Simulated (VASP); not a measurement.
Here is a VASP 6.6.1 calculation.

Contents of INCAR:

```
PREC = Accurate
ENCUT = 520
EDIFF = 1E-7
ISMEAR = 0
SIGMA = 0.1
LREAL = False
LASPH = True
NELM = 150
ALGO = Normal
ISIF = 2
LWAVE = False
LCHARG = False
ISPIN = 2
MAGMOM = 1 1 0 0 0 0
LORBIT = 11
LMAXMIX = 4
GGA = PE
NBANDS = 39
```

File KPOINTS:

```
regular mesh
0
Gamma
  4 4 2
```

The input POSCAR:

```
TiClF
1.0
    4.1473734064      0.0000000000      0.0000000000
    0.0000000000      4.1473734064      0.0000000000
    0.0000000000      0.0000000000      7.5257513146
Ti Cl F
2 2 2
Direct
    0.5000000000      0.0000000000      0.9306274991
    0.0000000000      0.5000000000      0.0693725009
    0.0000000000      0.5000000000      0.7716988412
    0.5000000000      0.0000000000      0.2283011588
    0.0000000000      0.5000000000      0.3075426884
    0.5000000000      0.0000000000      0.6924573116
```

Potentials or basis: VASP PAW PBE potentials, release 64 (Ti_sv, Cl, F).

Launch:

```sh
$ cat potpaw_PBE.64/Ti_sv/POTCAR potpaw_PBE.64/Cl/POTCAR potpaw_PBE.64/F/POTCAR > POTCAR
$ mpirun -np 1 vasp_std > vasp.out
```

Predict the pressure.

0.2 GPa.

Predict the largest force.

0.210 eV/Å.

Predict the net moment.

1.08 μB per cell.

Forces in eV/Å, atoms in the order of the input:
```
Ti   0.000  0.000  0.210
Ti   0.000  0.000 -0.210
Cl   0.000  0.000  0.000
Cl   0.000  0.000  0.000
F    0.000  0.000  0.206
F    0.000  0.000 -0.206
```

Caveat: the k points lie up to 0.42 Å⁻¹ apart; this functional lacks dispersion, which binds the layers, so the pressure and a relaxed spacing across them are unreliable.
